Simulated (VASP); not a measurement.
Write the native input for VASP 6.6.1 that does the following.

```yaml
Task: relaxation of cell and atoms
Functional: PBE
Potentials_or_basis: VASP PAW PBE potentials, release 64 (V_sv, N)
Cutoff: 600 eV
k_mesh: 12 × 12 × 12
Occupations: gaussian, width 0.1 eV
Spin: no spin polarisation
Dipole_correction: no
Further_INCAR_settings: ALGO = Normal; EDIFF = 1e-06; IBRION = 2; EDIFFG = -0.005; NSW = 100; ISIF = 3
```

The structure of VN2 lies in POSCAR:

```
VN2
1.0
   -2.1507500000      2.1507500000      2.4913500000
    2.1507500000     -2.1507500000      2.4913500000
    2.1507500000      2.1507500000     -2.4913500000
V N
2 4
Direct
    0.2500000000      0.2500000000      0.0000000000
    0.7500000000      0.7500000000      0.0000000000
    0.1151000000      0.6151000000      0.7302000000
    0.6151000000      0.8849000000      0.5000000000
    0.8849000000      0.3849000000      0.2698000000
    0.3849000000      0.1151000000      0.5000000000
```

The input as run:

INCAR

```
PREC = Accurate
ENCUT = 600
EDIFF = 1E-6
ISMEAR = 0
SIGMA = 0.1
LREAL = False
LASPH = True
NELM = 100
ALGO = Normal
ISIF = 3
LWAVE = False
LCHARG = False
GGA = PE
IBRION = 2
NSW = 100
EDIFFG = -0.005
```

KPOINTS

```
Automatic mesh
0
Gamma
  12 12 12
```

Potentials or basis: VASP PAW PBE potentials, release 64 (V_sv, N).

The run is started by

```bash
$ cat potpaw_PBE.64/V_sv/POTCAR potpaw_PBE.64/N/POTCAR > POTCAR
$ mpirun -np 1 vasp_std > vasp.out
```

Results of the run:

| Item | Value |
| --- | --- |
| Relaxed volume | 7.69 Å³/atom |
| Relaxed cell | a = 3.931 Å, b = 3.931 Å, c = 3.931 Å, α = 113.55°, β = 113.55°, γ = 101.59° |
| Space group after relaxing (to 0.1 Å) | I4/mcm (No. 140) |
| Energy gained by relaxing | 1.1 meV/atom |
| Ionic steps | 6 |
| Pressure after relaxing | 0.0 GPa |
| Band gap on the k mesh | zero (bands 23 and 24 overlap by 0.39 eV) |

Caveat: the run has no spin polarisation, though such a crystal can be magnetic.

Wall time 16 min on 1 thread of Intel Xeon 8259CL (shared host), peak memory 0.34 GiB.
